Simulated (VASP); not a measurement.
Wanted: the native input for a VASP 6.6.1 run.

| Property | Result |
| --- | --- |
| Task | density of states |
| Functional | PBE |
| Potentials or basis | VASP PAW PBE potentials, release 64 (Ti_sv, O) |
| Cutoff | 520 eV |
| k mesh | 12 × 12 × 12 |
| Occupations | fermi-dirac, width 0.1 eV |
| Spin | no spin polarisation |
| Dipole correction | no |
| k mesh for the DOS | 18 × 18 × 18 |
| Occupations for the DOS | tetrahedron |
| Further INCAR settings | ALGO = Normal; EDIFF = 1e-06 |

Crystal: TiO2 (fluorite type).

```
CELL_PARAMETERS angstrom
0.00000 2.41499 2.41499
2.41499 0.00000 2.41499
2.41499 2.41499 0.00000
ATOMIC_POSITIONS crystal
Ti 0.00000 0.00000 0.00000
O 0.25000 0.25000 0.25000
O 0.75000 0.75000 0.75000
```

These files were run (other wordings do the same):

POSCAR

```
TiO2
1.0
    0.0000000000      2.4149942610      2.4149942610
    2.4149942610      0.0000000000      2.4149942610
    2.4149942610      2.4149942610      0.0000000000
Ti O
1 2
Direct
    0.0000000000      0.0000000000      0.0000000000
    0.2500000000      0.2500000000      0.2500000000
    0.7500000000      0.7500000000      0.7500000000
```

INCAR.step1

```
SYSTEM = TiO2
PREC     = Accurate       ! precision mode
ENCUT    = 520            ! plane-wave cutoff, eV
EDIFF    = 1E-6           ! SCF threshold, eV
ISMEAR   = -1             ! smearing method
SIGMA    = 0.1            ! smearing width, eV
LREAL    = .False.        ! projectors in reciprocal space
LASPH    = .True.         ! aspherical terms in the spheres
NELM     = 100            ! most SCF steps
ALGO     = Normal         ! electronic algorithm
ISIF     = 2              ! what is computed and relaxed
LWAVE    = .False.        ! write WAVECAR
LCHARG   = .True.         ! write CHGCAR
LMAXMIX  = 4              ! l up to which the mixer works
GGA      = PE             ! functional
NBANDS   = 19             ! bands
```

KPOINTS.step1

```
Automatic mesh
0
Gamma
  12 12 12
  0 0 0
```

INCAR.step2

```
SYSTEM = TiO2
PREC     = Accurate       ! precision mode
ENCUT    = 520            ! plane-wave cutoff, eV
EDIFF    = 1E-6           ! SCF threshold, eV
ISMEAR   = -5             ! smearing method
SIGMA    = 0.1            ! smearing width, eV
LREAL    = .False.        ! projectors in reciprocal space
LASPH    = .True.         ! aspherical terms in the spheres
NELM     = 100            ! most SCF steps
ALGO     = Normal         ! electronic algorithm
ISIF     = 2              ! what is computed and relaxed
LWAVE    = .False.        ! write WAVECAR
LCHARG   = .False.        ! write CHGCAR
LMAXMIX  = 4              ! l up to which the mixer works
GGA      = PE             ! functional
LORBIT   = 11             ! projections on sites
NEDOS    = 2001           ! points of the DOS
ICHARG   = 11             ! starting density
```

KPOINTS.step2

```
Automatic mesh
0
Gamma
  18 18 18
  0 0 0
```

Potentials or basis: VASP PAW PBE potentials, release 64 (Ti_sv, O).

Launch:

```console
$ cat potpaw_PBE.64/Ti_sv/POTCAR potpaw_PBE.64/O/POTCAR > POTCAR
$ cp INCAR.step1 INCAR
$ cp KPOINTS.step1 KPOINTS
$ mpirun -np 1 vasp_std > vasp.out
$ cp INCAR.step2 INCAR
$ cp KPOINTS.step2 KPOINTS
$ mpirun -np 1 vasp_std > vasp.out
```

It gave:

- Valence electrons inside the program's atomic spheres: Ti 10.04; O 5.06

It took 2.4 min on 1 thread of AMD EPYC 7R43 64-Core Processor (Zen 3), with other jobs on the host, peak memory 0.18 GiB.
